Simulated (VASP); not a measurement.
# F (C2/m) in VASP: notebook

The runs below take F through single point, with PBEsol.

Program: VASP 6.6.1. These are calculated values, not measurements. Logs are shortened: lines on timing, memory, paths and dates and some standing lists are left out, and cuts for length are marked.

**1. The cell of the first run**

It takes space group C2/m (No. 12, monoclinic). The conventional cell has a = 6.023 Å, b = 3.622 Å, c = 7.577 Å, α = 90.00°, β = 111.54°, γ = 90.00°. F (site symmetry m) has 1 F at 1.42 Å within 1.9 Å. F (site symmetry m) has 1 F at 1.41 Å within 1.9 Å.

**2. Single point, PBEsol**

Contents of INCAR:

```
PREC = Accurate ; ENCUT = 910
EDIFF = 1E-6 ; ISMEAR = 0
SIGMA = 0.05 ; LREAL = False
LASPH = True ; NELM = 120
ALGO = Normal ; ISIF = 2
LWAVE = False ; LCHARG = True
GGA = PS ; LELF = True
LVHAR = True ; NBANDS = 22
GGA_COMPAT = False
```

Contents of KPOINTS:

```
regular mesh
0
Gamma
  4 4 2
```

Contents of POSCAR:

```
F
1.0
    3.0025580230     -1.8107796449     -0.2315831773
    3.0025580230      1.8107796449     -0.2315831773
   -2.2322205195      0.0000000000      7.2411238477
F
4
Direct
    0.0848459664      0.0848459664      0.0940038325
    0.9151540336      0.9151540336      0.9059961675
    0.5015719855      0.5015719855      0.5937195244
    0.4984280145      0.4984280145      0.4062804756
```

Potentials or basis: VASP PAW PBE potentials, release 64 (F_h).

Command:

```sh
$ cat potpaw_PBE.64/F_h/POTCAR > POTCAR
$ mpirun -np 1 vasp_std > vasp.out
```

OUTCAR:

```text
PREC = Accurate
   ENCUT = 910
   EDIFF = 1E-6
   ISMEAR = 0
   LREAL = False
   LASPH = True
   NELM = 120
   ISIF = 2
   GGA = PS

 ion  position               nearest neighbor table
   1  0.085  0.085  0.094-   2 1.42
   2  0.915  0.915  0.906-   1 1.42
   3  0.502  0.502  0.594-   4 1.41
   4  0.498  0.498  0.406-   3 1.41

  LATTYP: Found a base centered monoclinic cell.
 ALAT       =     6.0229512532
 B/A-ratio  =     0.6012931431
 C/A-ratio  =     1.2580841809
 COS(beta)  =    -0.3672053764

  Lattice vectors:

 A1 = (   3.0025580230,  -1.8107796449,  -0.2315831773)
 A2 = (   3.0025580230,   1.8107796449,  -0.2315831773)
 A3 = (  -2.2322205195,   0.0000000000,   7.2411238477)

Analysis of symmetry for initial positions (statically):
=====================================================================
 Subroutine PRICEL returns:
 Original cell was already a primitive cell.

 Routine SETGRP: Setting up the symmetry group for a
 base centered monoclinic supercell.

 Subroutine GETGRP returns: Found  4 space group operations
 (whereof  4 operations were pure point group operations)
 out of a pool of  4 trial point group operations.

The static configuration has the point symmetry C_2h.

Analysis of symmetry for dynamics (positions and initial velocities):
=====================================================================
 Subroutine PRICEL returns:
 Original cell was already a primitive cell.

 Routine SETGRP: Setting up the symmetry group for a
 base centered monoclinic supercell.

 Subroutine GETGRP returns: Found  4 space group operations
 (whereof  4 operations were pure point group operations)
 out of a pool of  4 trial point group operations.

The dynamic configuration has the point symmetry C_2h.

 Subroutine INISYM returns: Found  4 space group operations
 (whereof  4 operations are pure point group operations),
 and found     1 'primitive' translations

----------------------------------------------------------------------------------------

                                     Primitive cell

  volume of cell :      76.8674

  direct lattice vectors                    reciprocal lattice vectors
     3.002558023 -1.810779645 -0.231583177     0.170580471 -0.276124155  0.052584825
     3.002558023  1.810779645 -0.231583177     0.170580471  0.276124155  0.052584825
    -2.232220520  0.000000000  7.241123848     0.010910894  0.000000000  0.141463610

  length of vectors
     3.513959074  3.513959074  7.577379694     0.328796913  0.328796913  0.141883757

  position of ions in fractional coordinates (direct lattice)
     0.084845966  0.084845966  0.094003833
     0.915154034  0.915154034  0.905996167
     0.501571986  0.501571986  0.593719524
     0.498428015  0.498428015  0.406280476

  ion indices of the primitive-cell ions
   primitive index   ion index
                 1           1
                 2           2
                 3           3
                 4           4

----------------------------------------------------------------------------------------

 KPOINTS: regular mesh

Automatic generation of k-mesh.
 Grid dimensions read from file:
 generate k-points for:    4    4    2

 Generating k-lattice:

  Cartesian coordinates                     Fractional coordinates (reciprocal lattice)
     0.042645118 -0.069031039  0.013146206     0.250000000 -0.000000000  0.000000000
     0.042645118  0.069031039  0.013146206    -0.000000000  0.250000000  0.000000000
     0.005455447  0.000000000  0.070731805     0.000000000  0.000000000  0.500000000

  Length of vectors
     0.082199228  0.082199228  0.070941879

  Shift w.r.t. Gamma in fractional coordinates (k-lattice)
     0.000000000  0.000000000  0.000000000

 Subroutine IBZKPT returns following result:
 ===========================================

 Found     14 irreducible k-points:

 Following reciprocal coordinates:
            Coordinates               Weight
  0.000000  0.000000  0.000000      1.000000
  0.250000  0.000000  0.000000      4.000000
  0.500000  0.000000  0.000000      2.000000
  0.250000  0.250000  0.000000      2.000000
  0.500000  0.250000  0.000000      4.000000
 -0.250000  0.250000  0.000000      2.000000
  0.500000  0.500000  0.000000      1.000000
  0.000000  0.000000  0.500000      1.000000
  0.250000  0.000000  0.500000      4.000000
  0.500000  0.000000  0.500000      2.000000
  0.250000  0.250000  0.500000      2.000000
  0.500000  0.250000  0.500000      4.000000
 -0.250000  0.250000  0.500000      2.000000
  0.500000  0.500000  0.500000      1.000000
   k-points           NKPTS =     14   k-points in BZ     NKDIM =     14   number of bands    NBANDS=     22
   number of dos      NEDOS =    301   number of ions     NIONS =      4
   total plane-waves  NPLWV = 103680
   dimension x,y,z NGX =    36 NGY =   36 NGZ =   80
   dimension x,y,z NGXF=    72 NGYF=   72 NGZF=  160
   ions per type =               4
   NGX,Y,Z   is equivalent  to a cutoff of  17.03, 17.03, 17.55 a.u.
   NGXF,Y,Z  is equivalent  to a cutoff of  34.06, 34.06, 35.10 a.u.
 SYSTEM =  unknown system
   PREC   = accura    normal or accurate (medium, high low for compatibility)
   ISTART =      0    job   : 0-new  1-cont  2-samecut
   ICHARG =      2    charge: 1-file 2-atom 10-const
   ISPIN  =      1    spin polarized calculation?
   LNONCOLLINEAR =      F non collinear calculations
   LSORBIT =      F    spin-orbit coupling
   LASPH  =      T    aspherical Exc in radial PAW
   ENCUT  =  910.0 eV  66.88 Ry    8.18 a.u.   8.64  8.64 18.64*2*pi/ulx,y,z
   NELM   =    120;   NELMIN=  2; NELMDL= -5     # of ELM steps
   EDIFF  = 0.1E-05   stopping-criterion for ELM
   LREAL  =      F    real-space projection
   EDIFFG = 0.1E-04   stopping-criterion for IOM
   NSW    =      0    number of steps for IOM
   IBRION =     -1    ionic relax: 0-MD 1-quasi-New 2-CG
   NFREE  =      0    steps in history (QN), initial steepest desc. (CG)
   ISIF   =      2    stress and relaxation
   ISYM   =      2    0-nonsym 1-usesym 2-fastsym
   POTIM  = 0.5000    time-step for ionic-motion
   TEBEG  =    0.0;   TEEND  =   0.0 temperature during run
   PSTRESS=    0.0 pullay stress
   NELECT =      28.0000    total number of electrons
   NUPDOWN=      -1.0000    fix difference up-down
   EMIN   =  10.00;   EMAX   =-10.00  energy-range for DOS
   EFERMI =   0.00;   METHOD = LEGACY
   ISMEAR =     0;   SIGMA  =   0.05  broadening in eV -4-tet -1-fermi 0-gaus
   EFERMI_NEDOS =   21; number of points for ismear=-14 and -15
   IALGO  =     38    algorithm
   IMIX   =      4    mixing-type and parameters
     AMIX     =   0.40;   BMIX     =  1.00
     AMIX_MAG =   1.60;   BMIX_MAG =  1.00
  volume/ion in A,a.u.               =      19.22       129.68
  Fermi-wavevector in a.u.,A,eV,Ry     =   1.169177  2.209423 18.598807  1.366974
  Thomas-Fermi vector in A             =   2.305653
   LORBIT       =      0    0 simple, 1 ext, 2 COOP (PROOUT), +10 PAW based schemes
   GGA     = PS    functional components
   LHFCALC =     F    Hartree Fock is set to
   AEXX    =    0.0000 exact exchange contribution
   IVDW    =     0    specifies the selected vdW correction
   LEPSILON=     F    determine dielectric tensor
   LRPA    =     F    only Hartree local field effects (RPA)
 non-spin polarized calculation
 Gauss-broadening in eV      SIGMA  =   0.05
  energy-cutoff  :      910.00
  volume of cell :       76.87
 maximum number of plane-waves:      4822
 NGX is ok and might be reduce to    36
   NGX = 17   NGY = 17   NGZ = 37

 number of electron      28.0000011 magnetization

 Free energy of the ion-electron system (eV)
  ---------------------------------------------------
  ext. energy  EPLUGINS =         0.00000000
  ---------------------------------------------------
  free energy    TOTEN  =        -7.96119265 eV

  energy without entropy =       -7.96119265  energy(sigma->0) =       -7.96119265

 E-fermi :  -5.1500     XC(G=0):  -6.7696

 val. band max:       -5.3897969786   @ k =   0.5000   0.5000   0.0000
 cond. band min:      -2.4804774769   @ k =   0.0000   0.0000   0.0000
 fundamental gap:      2.9093195017
 Fermi energy:        -5.1500182785

 k-point     1 :       0.0000    0.0000    0.0000
  band No.  band energies     occupation
      1     -30.2182      2.00000
      2     -30.0519      2.00000
      3     -23.9222      2.00000
      4     -23.6650      2.00000
      5     -11.9653      2.00000
      6     -11.3692      2.00000
[... 14 lines left out ...]
     21      13.6386      0.00000
     22      14.8180      0.00000

 k-point     2 :       0.2500    0.0000    0.0000
  band No.  band energies     occupation
      1     -30.1966      2.00000
      2     -30.0391      2.00000
      3     -23.8815      2.00000
      4     -23.6881      2.00000
      5     -11.8787      2.00000
      6     -11.4487      2.00000
[... 14 lines left out ...]
     21      11.7235      0.00000
     22      13.1864      0.00000

 k-point     3 :       0.5000    0.0000    0.0000
  band No.  band energies     occupation
      1     -30.1747      2.00000
      2     -30.0265      2.00000
      3     -23.8241      2.00000
      4     -23.7279      2.00000
      5     -11.7112      2.00000
      6     -11.6084      2.00000
[... 14 lines left out ...]
     21      10.4986      0.00000
     22      10.7176      0.00000
[... 226 lines left out ...]
 k-point    13 :      -0.2500    0.2500    0.5000
  band No.  band energies     occupation
      1     -30.1747      2.00000
      2     -30.0265      2.00000
      3     -23.8241      2.00000
      4     -23.7279      2.00000
      5     -11.7075      2.00000
      6     -11.6066      2.00000
[... 14 lines left out ...]
     21      10.8597      0.00000
     22      10.9057      0.00000

 k-point    14 :       0.5000    0.5000    0.5000
  band No.  band energies     occupation
      1     -30.1648      2.00000
      2     -30.0167      2.00000
      3     -23.8310      2.00000
      4     -23.7347      2.00000
      5     -11.7266      2.00000
      6     -11.6266      2.00000
[... 14 lines left out ...]
     21       9.6105      0.00000
     22       9.7215      0.00000

------------------------ aborting loop because EDIFF is reached ----------------------------------------

  FORCE on cell =-STRESS in cart. coord.  units (eV):
  Direction    XX          YY          ZZ          XY          YZ          ZX
  --------------------------------------------------------------------------------------
  -------------------------------------------------------------------------------------
  Total       -0.5883891     -0.4553739     -1.4866404      0.0000000      0.0000000     -0.0709892
  in kB      -12.2640214     -9.4915352    -30.9866225      0.0000000      0.0000000     -1.4796558
  external PRESSURE =     -17.5807264 kB  Pullay stress =       0.0000000 kB

 VOLUME and BASIS-vectors are now :
 -----------------------------------------------------------------------------
  energy-cutoff  :      910.00
  volume of cell :       76.87
      direct lattice vectors                 reciprocal lattice vectors
     3.002558023 -1.810779645 -0.231583177     0.170580471 -0.276124155  0.052584825
     3.002558023  1.810779645 -0.231583177     0.170580471  0.276124155  0.052584825
    -2.232220520  0.000000000  7.241123848     0.010910894  0.000000000  0.141463610

 POSITION                                       TOTAL-FORCE (eV/Angst)
 -----------------------------------------------------------------------------------
      0.29967      0.00000      0.64140        -0.195324      0.000000     -0.403181
      3.47322      0.00000      6.13656         0.195324      0.000000      0.403181
      1.68669      0.00000      4.06689         0.126821      0.000000     -0.441420
      2.08621      0.00000      2.71107        -0.126821      0.000000      0.441420
 -----------------------------------------------------------------------------------
    total drift:                                0.000000      0.000000     -0.000000

  FREE ENERGIE OF THE ION-ELECTRON SYSTEM (eV)
  ---------------------------------------------------
  free  energy   TOTEN  =        -7.9611926513 eV

  energy  without entropy=       -7.9611926513  energy(sigma->0) =       -7.96119265
```

Wall time 35 s (1 thread of Intel Xeon 6975P-C (Granite Rapids), shared host); peak memory 0.3 GiB.

What came out:

- Free energy: -7.9612 eV
- Pressure: -1.8 GPa
- Largest force: 0.459 eV/Å
- Band gap on the k mesh: 2.91 eV, indirect (least direct gap 2.98 eV)

Forces on the atoms (eV/Å):
```
F   -0.195  0.000 -0.403
F    0.195  0.000  0.403
F    0.127  0.000 -0.441
F   -0.127  0.000  0.441
```

Caveat: the k points lie up to 0.52 Å⁻¹ apart; the cutoff is under 1.25 times the usual one of these potentials, so pressure, stress and relaxed cells hold a basis-set (Pulay) error; the PAW data sets were made with another functional, which shifts forces and pressure a little.

**3. Single point, PBEsol**

This run uses another cell than the first one, of 18.76 Å³/atom, 0.976 times its volume.

Contents of INCAR:

```
SYSTEM = F
PREC = Accurate ; ENCUT = 910
EDIFF = 1E-6 ; ISMEAR = 0
SIGMA = 0.05 ; LREAL = .FALSE.
LASPH = .TRUE. ; NELM = 120
ALGO = Normal ; ISIF = 2
LWAVE = .FALSE. ; LCHARG = .FALSE.
GGA = PS ; NBANDS = 22
GGA_COMPAT = .FALSE.
```

Contents of KPOINTS:

```
Automatic mesh
0
G
  4 4 2
  0 0 0
```

Contents of POSCAR:

```
F
1.0
    2.9155237960     -1.8154403559     -0.2248703469
    2.9155237960      1.8154403559     -0.2248703469
   -2.1504101740      0.0000000000      7.2530084994
F
4
Direct
    0.0848459664      0.0848459664      0.0940038325
    0.9151540336      0.9151540336      0.9059961675
    0.5015719855      0.5015719855      0.5937195244
    0.4984280145      0.4984280145      0.4062804756
```

Potentials or basis: VASP PAW PBE potentials, release 64 (F_h).

Command:

```sh
$ cat potpaw_PBE.64/F_h/POTCAR > POTCAR
$ mpirun -np 1 vasp_std > vasp.out
```

Run time: 32 s. Hardware: 1 thread of Intel Xeon Platinum 8375C at 2.90GHz (Ice Lake), shared host; peak memory 0.3 GiB.

The run converged. Its results:

- Free energy: -7.9618 eV
- Pressure: -1.6 GPa
- Largest force: 0.394 eV/Å
- Band gap on the k mesh: 2.91 eV, indirect (least direct gap 2.97 eV)

Forces in eV/Å, atoms in the order of the input:
```
F   -0.166  0.000 -0.343
F    0.166  0.000  0.343
F    0.102  0.000 -0.381
F   -0.102  0.000  0.381
```

Stress tensor (GPa, compression positive):
```
-1.14  0.00 -0.13
 0.00 -0.96  0.00
-0.13  0.00 -2.82
```

Levels at points of the mesh, in eV from the valence-band top:
```csv
k point,band 12,band 13,band 14,band 15,band 16,band 17
"(0.00, 0.00, 0.00)",-0.17,-0.08,-0.07,2.91,3.74,8.72
"(0.50, 0.00, 0.00)",-0.28,-0.26,-0.13,3.35,3.45,12.62
"(0.50, 0.50, 0.00)",-0.30,-0.20,0.00,3.29,3.47,13.07
"(0.00, 0.00, 0.50)",-0.17,-0.12,-0.07,3.26,3.36,9.52
"(0.50, 0.00, 0.50)",-0.29,-0.18,-0.05,3.15,3.62,12.50
"(0.50, 0.50, 0.50)",-0.26,-0.20,-0.10,3.35,3.46,12.88
```

Caveat: the k points lie up to 0.52 Å⁻¹ apart; the cutoff is under 1.25 times the usual one of these potentials, so pressure, stress and relaxed cells hold a basis-set (Pulay) error; the PAW data sets were made with another functional, which shifts forces and pressure a little.

(Continued in part 2 of 2.)
